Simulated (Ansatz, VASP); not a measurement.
## Two plane-wave programs on BN

```
B N
1.0
     2.50518    0.00000    0.00000
    -1.25259    2.16955    0.00000
     0.00000    0.00000    4.21645
B N
2 2
Direct
  0.33333 0.66667 0.99981
  0.66667 0.33333 0.49981
  0.33333 0.66667 0.37419
  0.66667 0.33333 0.87419
```

Change from the starting cell: strained cell.

Alike in both runs: task relaxation of the atoms; functional r2SCAN; k mesh 9 × 9 × 6; occupations gaussian, width 0.02 eV; no spin polarisation.

|  | VASP | Ansatz |
| --- | --- | --- |
| version | VASP 6.6.1 | Ansatz 0.2.0 |
| potentials or method | VASP PAW PBE potentials, release 64 (B, N), cutoff 520 eV | scalar-relativistic, plane waves, PAW |
| valence electrons in the cell | 16 | 16 |

|  | VASP | Ansatz | Ansatz less VASP |
| --- | --- | --- | --- |
| gap on the k mesh at the Fermi level, each at its own relaxed structure (eV) | 5.58 | 5.62 | +0.036 |

VASP's potentials were made for PBE, not for r2SCAN. Ansatz's warnings: stress scf threshold loose.
